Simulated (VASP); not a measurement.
Here is a VASP 6.6.1 calculation.

File POSCAR:

```
CdS
1.0
    0.0000000000      3.0264000000      2.9100000000
    3.0264000000      0.0000000000      2.9100000000
    3.0264000000      3.0264000000      0.0000000000
Cd S
1 1
Direct
    0.0000000000      0.0000000000      0.0000000000
    0.7500000000      0.7500000000      0.7500000000
```

Contents of INCAR.step1:

```
ALGO = Normal
EDIFF = 1E-4
ENCUT = 520
GGA = PE
ISMEAR = 0
LASPH = T
LCHARG = F
LREAL = F
LWAVE = T
NBANDS = 16
NELM = 80
PREC = Accurate
SIGMA = 0.05
```

The input INCAR.step2:

```
ALGO = Normal
EDIFF = 1E-7
ENCUT = 520
ISIF = 2
ISMEAR = 0
ISTART = 1
LASPH = T
LCHARG = F
LMIXTAU = T
LREAL = F
LWAVE = F
METAGGA = R2SCAN
NBANDS = 16
NELM = 80
PREC = Accurate
SIGMA = 0.05
```

KPOINTS

```
k-points
0
Gamma
  8 8 8
```

Potentials or basis: VASP PAW PBE potentials, release 64 (Cd, S).

The run is started by

```console
$ cat potpaw_PBE.64/Cd/POTCAR potpaw_PBE.64/S/POTCAR > POTCAR
$ cp INCAR.step1 INCAR
$ mpirun -np 1 vasp_std > vasp.out
$ cp INCAR.step2 INCAR
$ mpirun -np 1 vasp_std > vasp.out
```

(1) Estimate the band gap on the k mesh.

(2) Predict the pressure.

Results:

(1) 1.35 eV.

(2) -2.4 GPa.

Caveat: the cell differs from its parent crystal (strain +0.040 along x and y, +0.000 along z); the PAW data sets were made with another functional, which shifts forces and pressure a little.
